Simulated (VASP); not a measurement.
Set up this calculation in VASP 6.6.1, as the native input.

```
Task                   : single point
Functional             : PBEsol
Potentials or basis    : VASP PAW PBE potentials, release 64 (Sn_d)
Cutoff                 : 520 eV
k mesh                 : 16 × 16 × 16
Occupations            : gaussian, width 0.15 eV
Spin                   : no spin polarisation
Dipole correction      : no
Further INCAR settings : ALGO = Fast; EDIFF = 1e-06; NBANDS = 21
```

The structure of Sn lies in POSCAR:

```
Sn
1.0
   -2.7049292189      2.7049292189      1.5353299093
    2.7049292189     -2.7049292189      1.5353299093
    2.7049292189      2.7049292189     -1.5353299093
Sn
2
Direct
    0.7500000000      0.2500000000      0.5000000000
    0.0000000000      0.0000000000      0.0000000000
```

This cell differs from its parent crystal: strain -0.080 along x and y, -0.040 along z.

One way to write it, as run:

INCAR

```
SYSTEM = Sn
PREC = Accurate
ENCUT = 520
EDIFF = 1E-6
ISMEAR = 0
SIGMA = 0.15
LREAL = .FALSE.
LASPH = .TRUE.
NELM = 100
ALGO = Fast
ISIF = 2
LWAVE = .FALSE.
LCHARG = .FALSE.
GGA = PS
NBANDS = 21
```

KPOINTS

```
Automatic mesh
0
G
  16 16 16
  0 0 0
```

Potentials or basis: VASP PAW PBE potentials, release 64 (Sn_d).

Run with:

```console
$ cat potpaw_PBE.64/Sn_d/POTCAR > POTCAR
$ mpirun -np 1 vasp_std > vasp.out
```

Results of the run:

| Quantity | Value |
| --- | --- |
| Pressure | 15.8 GPa |
| Band gap on the k mesh | zero (bands 14 and 15 overlap by 5.82 eV) |

Caveat: the cell differs from its parent crystal (strain -0.080 along x and y, -0.040 along z); the stress differs along the axes, from 12 to 18 GPa; the PAW data sets were made with another functional, which shifts forces and pressure a little; spin-orbit coupling is left out, which moves the levels of the heavy elements.

It took 2.9 min on 1 thread of AMD EPYC 9R45 96-Core Processor (Zen 5), on a shared host, peak memory 0.34 GiB.
